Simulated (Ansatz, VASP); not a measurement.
# Two plane-wave programs on SiRu2

```
CELL_PARAMETERS angstrom
-2.84421 2.84421 2.42173
2.84421 -2.84421 2.42173
2.84421 2.84421 -2.42173
ATOMIC_POSITIONS crystal
Ru 0.84203 0.65797 0.50000
Ru 0.34203 0.84203 0.18407
Ru 0.15797 0.34203 0.50000
Ru 0.65797 0.15797 0.81593
Si 0.75000 0.75000 0.00000
Si 0.25000 0.25000 0.00000
```

Alike in both runs: functional r2SCAN; k mesh 6 × 6 × 6; occupations gaussian, width 0.1 eV; no spin polarisation.

Ansatz relaxed the structure, and its values are those at the end. VASP's run is a single point on that final structure, the one shown.

|  | VASP | Ansatz |
| --- | --- | --- |
| version | VASP 6.6.1 | Ansatz 0.2.0 |
| potentials or method | VASP PAW PBE potentials, release 64 (Ru_pv, Si), cutoff 520 eV | scalar-relativistic, plane waves, PAW |
| valence electrons in the cell | 64 | 72 |

Ansatz gave:

- gap on the k mesh at the Fermi level (eV): none
- pressure (GPa): 0.0
- rms of the force components (eV/Å): 0.004

**Question.** Which values does VASP return?

**Answer.** gap on the k mesh at the Fermi level (eV): none; pressure (GPa): 0.8; rms of the force components (eV/Å): 0.011.

VASP's potentials were made for PBE, not for r2SCAN. A gap of «none» marks a metal or a gap that the smearing closes. VASP's potentials hold 64 valence electrons a cell and Ansatz's 72, so a difference there can come from the potentials and not from the codes.
